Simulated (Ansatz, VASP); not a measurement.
# CuSn2: VASP beside Ansatz

The input INCAR:

```
SYSTEM = CuSn2
  ALGO = Normal
  EDIFF = 1E-6
  EDIFFG = -0.04
  ENCUT = 600
  GGA = PE
  IBRION = 2
  ISIF = 3
  ISMEAR = 0
  LASPH = .TRUE.
  LCHARG = .FALSE.
  LREAL = .FALSE.
  LWAVE = .FALSE.
  NELM = 80
  NSW = 90
  PREC = Accurate
  SIGMA = 0.1
```

Contents of KPOINTS:

```
k-points
0
G
  6 6 1
  0 0 0
```

File POSCAR:

```
CuSn2
1.0
    3.2191348400      0.0000000000      0.0000000000
   -1.6095674200      2.7878525500      0.0000000000
    0.0000000000      0.0000000000     15.3588823400
Cu Sn
2 4
Direct
    0.6666666700      0.3333333300      0.3333333300
    0.6666666700      0.3333333300      0.6666666700
    0.3333333300      0.6666666700      0.8333333300
    0.3333333300      0.6666666700      0.1666666700
    0.3333333300      0.6666666700      0.5000000000
    0.6666666700      0.3333333300      0.0000000000
```

Input for Ansatz:

```yaml
crystal:
  lattice:
    - [3.21913484, 0.0, 0.0]
    - [-1.60956742, 2.78785255, 0.0]
    - [0.0, 0.0, 15.35888234]
  atoms:
    - { symbol: Cu, position: [0.66666667, 0.33333333, 0.33333333] }
    - { symbol: Cu, position: [0.66666667, 0.33333333, 0.66666667] }
    - { symbol: Sn, position: [0.33333333, 0.66666667, 0.83333333] }
    - { symbol: Sn, position: [0.33333333, 0.66666667, 0.16666667] }
    - { symbol: Sn, position: [0.33333333, 0.66666667, 0.5] }
    - { symbol: Sn, position: [0.66666667, 0.33333333, 0.0] }
basis:
  ecutwfc: 420
kpoints:
  mp_grid: { grid: [6, 6, 1] }
hamiltonian:
  xc: pbe
scf:
  occupations: { method: gaussian, width: 0.1 }
  lower_state_search: "off"
output:
  forces: true
  stress: true
  eigenvalues: true
relax:
  adjacent_minimum: "off"
  f_tol: 0.04
  max_steps: 70
  cell: { stress_tol: 0.4 }
```

Alike in both runs: task relaxation of cell and atoms; functional PBE; k mesh 6 × 6 × 1; occupations gaussian, width 0.1 eV; no spin polarisation.

```csv
,VASP,Ansatz
version,VASP 6.6.1,Ansatz 0.2.0
potentials or method,"VASP PAW PBE potentials, release 64 (Cu, Sn_d), cutoff 600 eV","scalar-relativistic, plane waves, PAW"
valence electrons in the cell,78,94
```

```csv
,VASP,Ansatz,Ansatz less VASP
"gap on the k mesh at the Fermi level, each at its own relaxed structure (eV)",none,none,-
relaxed volume (Å³/atom),22.37,22.43,+0.057
relaxed cell length with the largest relative difference (Å),14.348,14.379,+0.0313
```

A gap of «none» marks a metal or a gap that the smearing closes. VASP's potentials hold 78 valence electrons a cell and Ansatz's 94, so a difference there can come from the potentials and not from the codes.

The k mesh is coarse, so the values compare programs but aren't converged.
